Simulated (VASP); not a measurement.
# Pd (P6_3/mmc) in VASP: further runs

The runs below take Pd through single point, with PBEsol.

Everything below comes from runs of VASP 6.6.1. Logs are shortened: lines on timing, memory, paths and dates and some standing lists are left out, and cuts for length are marked.

### 1 The cell of the first run

It takes space group P6_3/mmc (No. 194, hexagonal). Conventional cell: a = 2.736 Å, b = 2.736 Å, c = 9.016 Å, α = 90.00°, β = 90.00°, γ = 120.00°. Within 3.6 Å of Pd (site symmetry -3m) lie 12 Pd at 2.74 to 2.75 Å. Within 3.6 Å of Pd (site symmetry -6m2) lie 12 Pd at 2.74 to 2.75 Å.

This isn't the form of Pd at room conditions, which is fcc.

### 2 Single point, PBEsol

File INCAR:

```
ALGO = Normal
EDIFF = 1E-7
ENCUT = 520
GGA = PS
ISIF = 2
ISMEAR = -1
LASPH = True
LCHARG = False
LREAL = False
LWAVE = False
NBANDS = 28
NELM = 60
PREC = Accurate
SIGMA = 0.1
```

File KPOINTS:

```
k-points
0
Gamma
  13 13 4
```

File POSCAR:

```
Pd
1.0
    2.7355829045      0.0000000000      0.0000000000
   -1.3677914522      2.3690842894      0.0000000000
    0.0000000000      0.0000000000      9.0160867300
Pd
4
Direct
    0.0000000000      0.0000000000      0.0000000000
    0.0000000000      0.0000000000      0.5000000000
    0.3333333333      0.6666666667      0.2500000000
    0.6666666667      0.3333333333      0.7500000000
```

Potentials or basis: VASP PAW PBE potentials, release 64 (Pd).

On the command line:

```
$ cat potpaw_PBE.64/Pd/POTCAR > POTCAR
$ mpirun -np 1 vasp_std > vasp.out
```

OUTCAR:

```text
EDIFF = 1E-7
   ENCUT = 520
   GGA = PS
   ISIF = 2
   ISMEAR = -1
   LASPH = True
   LREAL = False
   NELM = 60
   PREC = Accurate

 ion  position               nearest neighbor table
   1  0.000  0.000  0.000-   3 2.75   4 2.75   3 2.75   4 2.75   4 2.75   3 2.75
   2  0.000  0.000  0.500-   3 2.75   4 2.75   3 2.75   4 2.75   4 2.75   3 2.75
   3  0.333  0.667  0.250-   1 2.75   2 2.75   1 2.75   2 2.75   1 2.75   2 2.75
   4  0.667  0.333  0.750-   1 2.75   2 2.75   1 2.75   2 2.75   1 2.75   2 2.75

  LATTYP: Found a hexagonal cell.
 ALAT       =     2.7355829045
 C/A-ratio  =     3.2958557809

  Lattice vectors:

 A1 = (   2.7355829045,   0.0000000000,   0.0000000000)
 A2 = (  -1.3677914522,   2.3690842894,   0.0000000000)
 A3 = (   0.0000000000,   0.0000000000,   9.0160867300)

Analysis of symmetry for initial positions (statically):
=====================================================================
 Subroutine PRICEL returns:
 Original cell was already a primitive cell.

 Routine SETGRP: Setting up the symmetry group for a
 hexagonal supercell.

 Subroutine GETGRP returns: Found 24 space group operations
 (whereof 12 operations were pure point group operations)
 out of a pool of 24 trial point group operations.

The static configuration has the point symmetry D_3d.
 The point group associated with its full space group is D_6h.

Analysis of symmetry for dynamics (positions and initial velocities):
=====================================================================
 Subroutine PRICEL returns:
 Original cell was already a primitive cell.

 Routine SETGRP: Setting up the symmetry group for a
 hexagonal supercell.

 Subroutine GETGRP returns: Found 24 space group operations
 (whereof 12 operations were pure point group operations)
 out of a pool of 24 trial point group operations.

The dynamic configuration has the point symmetry D_3d.
 The point group associated with its full space group is D_6h.

 Subroutine INISYM returns: Found 24 space group operations
 (whereof 12 operations are pure point group operations),
 and found     1 'primitive' translations

----------------------------------------------------------------------------------------

                                     Primitive cell

  volume of cell :      58.4317

  direct lattice vectors                    reciprocal lattice vectors
     2.735582905  0.000000000  0.000000000     0.365552804  0.211052010  0.000000000
    -1.367791452  2.369084289  0.000000000     0.000000000  0.422104019  0.000000000
     0.000000000  0.000000000  9.016086730     0.000000000  0.000000000  0.110912864

  length of vectors
     2.735582905  2.735582904  9.016086730     0.422104019  0.422104019  0.110912864

  position of ions in fractional coordinates (direct lattice)
     0.000000000  0.000000000  0.000000000
     0.000000000  0.000000000  0.500000000
     0.333333333  0.666666667  0.250000000
     0.666666667  0.333333333  0.750000000

  ion indices of the primitive-cell ions
   primitive index   ion index
                 1           1
                 2           2
                 3           3
                 4           4

----------------------------------------------------------------------------------------

 KPOINTS: k-points

Automatic generation of k-mesh.
 Grid dimensions read from file:
 generate k-points for:   13   13    4

 Generating k-lattice:

  Cartesian coordinates                     Fractional coordinates (reciprocal lattice)
     0.028119446  0.016234770  0.000000000     0.076923077  0.000000000  0.000000000
     0.000000000  0.032469540  0.000000000     0.000000000  0.076923077  0.000000000
     0.000000000  0.000000000  0.027728216     0.000000000  0.000000000  0.250000000

  Length of vectors
     0.032469540  0.032469540  0.027728216

  Shift w.r.t. Gamma in fractional coordinates (k-lattice)
     0.000000000  0.000000000  0.000000000

 Subroutine IBZKPT returns following result:
 ===========================================

 Found     63 irreducible k-points:

 Following reciprocal coordinates:
            Coordinates               Weight
  0.000000  0.000000  0.000000      1.000000
  0.076923  0.000000  0.000000      6.000000
  0.153846  0.000000  0.000000      6.000000
  0.230769  0.000000  0.000000      6.000000
  0.307692  0.000000  0.000000      6.000000
  0.384615  0.000000  0.000000      6.000000
[... 16 lines left out ...]
  0.076923  0.000000  0.250000     12.000000
  0.153846  0.000000  0.250000     12.000000
 [... further k-points ...]
   k-points           NKPTS =     63   k-points in BZ     NKDIM =     63   number of bands    NBANDS=     28
   number of dos      NEDOS =    301   number of ions     NIONS =      4
   total plane-waves  NPLWV =  28000
   dimension x,y,z NGX =    20 NGY =   20 NGZ =   70
   dimension x,y,z NGXF=    40 NGYF=   40 NGZF=  140
   ions per type =               4
   NGX,Y,Z   is equivalent  to a cutoff of  12.15, 12.15, 12.91 a.u.
   NGXF,Y,Z  is equivalent  to a cutoff of  24.31, 24.31, 25.81 a.u.
 SYSTEM =  unknown system
   PREC   = accura    normal or accurate (medium, high low for compatibility)
   ISTART =      0    job   : 0-new  1-cont  2-samecut
   ICHARG =      2    charge: 1-file 2-atom 10-const
   ISPIN  =      1    spin polarized calculation?
   LNONCOLLINEAR =      F non collinear calculations
   LSORBIT =      F    spin-orbit coupling
   LASPH  =      T    aspherical Exc in radial PAW
   ENCUT  =  520.0 eV  38.22 Ry    6.18 a.u.   5.09  5.09 16.76*2*pi/ulx,y,z
   NELM   =     60;   NELMIN=  2; NELMDL= -5     # of ELM steps
   EDIFF  = 0.1E-06   stopping-criterion for ELM
   LREAL  =      F    real-space projection
   EDIFFG = 0.1E-05   stopping-criterion for IOM
   NSW    =      0    number of steps for IOM
   IBRION =     -1    ionic relax: 0-MD 1-quasi-New 2-CG
   NFREE  =      0    steps in history (QN), initial steepest desc. (CG)
   ISIF   =      2    stress and relaxation
   ISYM   =      2    0-nonsym 1-usesym 2-fastsym
   POTIM  = 0.5000    time-step for ionic-motion
   TEBEG  =    0.0;   TEEND  =   0.0 temperature during run
   PSTRESS=    0.0 pullay stress
   NELECT =      40.0000    total number of electrons
   NUPDOWN=      -1.0000    fix difference up-down
   EMIN   =  10.00;   EMAX   =-10.00  energy-range for DOS
   EFERMI =   0.00;   METHOD = LEGACY
   ISMEAR =    -1;   SIGMA  =   0.10  broadening in eV -4-tet -1-fermi 0-gaus
   EFERMI_NEDOS =   21; number of points for ismear=-14 and -15
   IALGO  =     38    algorithm
   IMIX   =      4    mixing-type and parameters
     AMIX     =   0.40;   BMIX     =  1.00
     AMIX_MAG =   1.60;   BMIX_MAG =  1.00
  volume/ion in A,a.u.               =      14.61        98.58
  Fermi-wavevector in a.u.,A,eV,Ry     =   1.442819  2.726534 28.323630  2.081728
  Thomas-Fermi vector in A             =   2.561297
   LORBIT       =      0    0 simple, 1 ext, 2 COOP (PROOUT), +10 PAW based schemes
   GGA     = PS    functional components
   LHFCALC =     F    Hartree Fock is set to
   AEXX    =    0.0000 exact exchange contribution
   IVDW    =     0    specifies the selected vdW correction
   LEPSILON=     F    determine dielectric tensor
   LRPA    =     F    only Hartree local field effects (RPA)
 non-spin polarized calculation
  energy-cutoff  :      520.00
  volume of cell :       58.43
 maximum number of plane-waves:      1594
   NGX = 11   NGY = 11   NGZ = 33

 number of electron      40.0000001 magnetization

 Free energy of the ion-electron system (eV)
  ---------------------------------------------------
  ext. energy  EPLUGINS =         0.00000000
  ---------------------------------------------------
  free energy    TOTEN  =       -23.91938642 eV

  energy without entropy =      -23.66747594  energy(sigma->0) =      -23.79343118

 E-fermi :   9.8313     XC(G=0): -13.4393

 val. band max:        9.8306315106   @ k =   0.4615   0.0769   0.0000
 cond. band min:       9.8318061704   @ k =   0.1538   0.1538   0.2500
 fundamental gap:      0.0011746597
 Fermi energy:         9.8313248835

 k-point     1 :       0.0000    0.0000    0.0000
  band No.  band energies     occupation
      1       2.4691      2.00000
      2       4.1514      2.00000
      3       4.1584      2.00000
      4       4.3640      2.00000
      5       6.8091      2.00000
      6       6.8376      2.00000
[... 20 lines left out ...]
     27      24.2216      0.00000
     28      26.6930      0.00000

 k-point     2 :       0.0769    0.0000    0.0000
  band No.  band energies     occupation
      1       2.6630      2.00000
      2       4.3271      2.00000
      3       4.3357      2.00000
      4       4.5067      2.00000
      5       6.5290      2.00000
      6       6.6888      2.00000
[... 20 lines left out ...]
     27      24.3346      0.00000
     28      26.8589      0.00000

 k-point     3 :       0.1538    0.0000    0.0000
  band No.  band energies     occupation
      1       3.2097      2.00000
      2       4.7472      2.00000
      3       4.7795      2.00000
      4       4.8874      2.00000
      5       6.1109      2.00000
      6       6.3427      2.00000
[... 20 lines left out ...]
     27      24.6460      0.00000
     28      26.0592      0.00000

 k-point     4 :       0.2308    0.0000    0.0000
  band No.  band energies     occupation
      1       3.9666      2.00000
      2       4.9595      2.00000
      3       5.0613      2.00000
      4       5.2819      2.00000
      5       5.8594      2.00000
      6       6.0082      2.00000
[... 20 lines left out ...]
     27      24.8115      0.00000
     28      24.8928      0.00000

 k-point     5 :       0.3077    0.0000    0.0000
  band No.  band energies     occupation
      1       4.5080      2.00000
      2       4.8387      2.00000
      3       4.8411      2.00000
      4       5.2490      2.00000
      5       5.6879      2.00000
      6       5.7463      2.00000
[... 20 lines left out ...]
     27      22.5297      0.00000
     28      22.6791      0.00000

 k-point     6 :       0.3846    0.0000    0.0000
  band No.  band energies     occupation
      1       4.4704      2.00000
      2       4.5268      2.00000
      3       4.6554      2.00000
      4       5.1629      2.00000
      5       5.4146      2.00000
      6       5.7502      2.00000
[... 463 lines left out ...]
      5       5.7960      2.00000
      6       5.9102      2.00000
[... 20 lines left out ...]
     27      19.1010      0.00000
     28      19.3333      0.00000

 k-point    22 :       0.0000    0.0000    0.2500
  band No.  band energies     occupation
      1       2.6101      2.00000
      2       3.5961      2.00000
      3       4.3899      2.00000
      4       4.4255      2.00000
      5       6.6220      2.00000
      6       6.7920      2.00000
[... 20 lines left out ...]
     27      25.7930      0.00000
     28      26.8296      0.00000

 k-point    23 :       0.0769    0.0000    0.2500
  band No.  band energies     occupation
      1       2.8012      2.00000
      2       3.7729      2.00000
      3       4.5353      2.00000
      4       4.5953      2.00000
      5       6.5087      2.00000
      6       6.6984      2.00000
[... 20 lines left out ...]
     27      25.9538      0.00000
     28      26.9753      0.00000

 k-point    24 :       0.1538    0.0000    0.2500
  band No.  band energies     occupation
      1       3.3354      2.00000
      2       4.2293      2.00000
      3       4.8970      2.00000
      4       5.0301      2.00000
      5       6.2865      2.00000
      6       6.3349      2.00000
[... 20 lines left out ...]
     27      25.8477      0.00000
     28      26.4631      0.00000

 [... further k-points ...]
[... 5 lines left out ...]
  --------------------------------------------------------------------------------------
  -------------------------------------------------------------------------------------
  Total       -0.1166501     -0.1166501     -0.1294681     -0.0000000     -0.0000000     -0.0000000
  in kB       -3.1985052     -3.1985052     -3.5499705     -0.0000000     -0.0000000     -0.0000000
  external PRESSURE =      -3.3156603 kB  Pullay stress =       0.0000000 kB

 VOLUME and BASIS-vectors are now :
 -----------------------------------------------------------------------------
  energy-cutoff  :      520.00
  volume of cell :       58.43
      direct lattice vectors                 reciprocal lattice vectors
     2.735582905  0.000000000  0.000000000     0.365552804  0.211052010  0.000000000
    -1.367791452  2.369084289  0.000000000     0.000000000  0.422104019  0.000000000
     0.000000000  0.000000000  9.016086730     0.000000000  0.000000000  0.110912864

 POSITION                                       TOTAL-FORCE (eV/Angst)
 -----------------------------------------------------------------------------------
      0.00000      0.00000      0.00000         0.000000      0.000000     -0.000000
      0.00000      0.00000      4.50804         0.000000      0.000000     -0.000000
     -0.00000      1.57939      2.25402        -0.000000     -0.000000      0.000000
      1.36779      0.78969      6.76207         0.000000      0.000000      0.000000
 -----------------------------------------------------------------------------------
    total drift:                                0.000000     -0.000000      0.000000

  FREE ENERGIE OF THE ION-ELECTRON SYSTEM (eV)
  ---------------------------------------------------
  free  energy   TOTEN  =       -23.9193864174 eV

  energy  without entropy=      -23.6674759439  energy(sigma->0) =      -23.79343118
```

Wall time 45 s (1 thread of AMD EPYC 9R45 (Zen 5), shared host); peak memory 0.18 GiB.

What came out:

| Property | Result |
| --- | --- |
| Free energy | -23.9194 eV |
| Pressure | -0.3 GPa |
| Band gap on the k mesh | zero (bands 20 and 21 overlap by 0.95 eV) |

Levels at points of the mesh, in eV from the Fermi level:
```
           k point  band 17  band 18  band 19  band 20  band 21  band 22  band 23  band 24
(0.00, 0.00, 0.00)    -1.58    -1.11    -1.11    -0.75    -0.75    -0.15    -0.15     0.77
(0.00, 0.00, 0.50)    -1.35    -1.35    -1.07    -1.07    -0.41    -0.41    -0.41    -0.41
```

Caveat: the PAW data sets were made with another functional, which shifts forces and pressure a little.

### 3 Single point, PBEsol (12.85 Å³/atom)

This run uses another cell than the first one, of 12.85 Å³/atom.

File INCAR:

```
SYSTEM = Pd
ALGO = Normal
EDIFF = 1E-7
ENCUT = 520
GGA = PS
ISIF = 2
ISMEAR = -1
LASPH = .TRUE.
LCHARG = .FALSE.
LREAL = .FALSE.
LWAVE = .FALSE.
NBANDS = 28
NELM = 100
PREC = Accurate
SIGMA = 0.1
```

File KPOINTS:

```
k-points
0
G
  15 15 4
  0 0 0
```

File POSCAR:

```
Pd
1.0
    2.6214652498      0.0000000000      0.0000000000
   -1.3107326249      2.2702555015      0.0000000000
    0.0000000000      0.0000000000      8.6399713982
Pd
4
Direct
    0.0000000000      0.0000000000      0.0000000000
    0.0000000000      0.0000000000      0.5000000000
    0.3333333333      0.6666666667      0.2500000000
    0.6666666667      0.3333333333      0.7500000000
```

Potentials or basis: VASP PAW PBE potentials, release 64 (Pd).

On the command line:

```
$ cat potpaw_PBE.64/Pd/POTCAR > POTCAR
$ mpirun -np 1 vasp_std > vasp.out
```

Wall time 43 s (1 thread of AMD EPYC 9R45 (Zen 5), shared host); peak memory 0.19 GiB.

It converged, with:

```
Free energy            : -23.2478 eV
Pressure               : 35.7 GPa
Band gap on the k mesh : zero (bands 20 and 21 overlap by 1.19 eV)
```

Stress tensor (GPa, compression positive):
```
35.84  0.00  0.00
 0.00 35.84  0.00
 0.00  0.00 35.50
```

Levels at points of the mesh, in eV from the Fermi level:
```
           k point  band 16  band 17  band 18  band 19  band 20  band 21  band 22  band 23  band 24  band 25
(0.00, 0.00, 0.00)    -1.93    -1.93    -1.36    -1.36    -0.90    -0.90    -0.17    -0.17     0.48     8.26
(0.00, 0.00, 0.50)    -1.65    -1.65    -1.65    -1.46    -1.46    -0.49    -0.49    -0.49    -0.49    10.96
```

Caveat: the cell stands under pressure; the PAW data sets were made with another functional, which shifts forces and pressure a little.

### 4 Single point, PBEsol (13.44 Å³/atom)

This run uses another cell than the first one, of 13.44 Å³/atom.

File INCAR:

```
SYSTEM = Pd
  PREC = Accurate
  ENCUT = 520
  EDIFF = 1E-6
  ISMEAR = -1
  SIGMA = 0.1
  LREAL = .False.
  LASPH = .True.
  NELM = 60
  ALGO = Normal
  ISIF = 2
  LWAVE = .False.
  LCHARG = .False.
  GGA = PS
  NBANDS = 28
```

File KPOINTS:

```
Automatic mesh
0
Gamma
  15 15 4
  0 0 0
```

File POSCAR:

```
Pd
1.0
    2.6605973661      0.0000000000      0.0000000000
   -1.3302986830      2.3041449083      0.0000000000
    0.0000000000      0.0000000000      8.7689452098
Pd
4
Direct
    0.0000000000      0.0000000000      0.0000000000
    0.0000000000      0.0000000000      0.5000000000
    0.3333333333      0.6666666667      0.2500000000
    0.6666666667      0.3333333333      0.7500000000
```

On the command line:

```
$ cat potpaw_PBE.64/Pd/POTCAR > POTCAR
$ mpirun -np 1 vasp_std > vasp.out
```

Run time: 43 s. Hardware: 1 thread of AMD EPYC 9R45 (Zen 5), shared host; peak memory 0.19 GiB.

The run converged. Its results:

```yaml
Free_energy: -23.6551 eV
Pressure: 20.5 GPa
Band_gap_on_the_k_mesh: zero (bands 20 and 21 overlap by 1.10 eV)
```

Stress tensor (GPa, compression positive):
```
20.62  0.00  0.00
 0.00 20.62  0.00
 0.00  0.00 20.33
```

Levels at points of the mesh, in eV from the Fermi level:
```tsv
k point	band 17	band 18	band 19	band 20	band 21	band 22	band 23	band 24
(0.00, 0.00, 0.00)	-1.80	-1.26	-1.26	-0.84	-0.84	-0.16	-0.16	0.58
(0.00, 0.00, 0.50)	-1.53	-1.53	-1.32	-1.32	-0.45	-0.45	-0.45	-0.45
```

Caveat: the cell stands under pressure; the PAW data sets were made with another functional, which shifts forces and pressure a little.

[end of part 1 of 2]
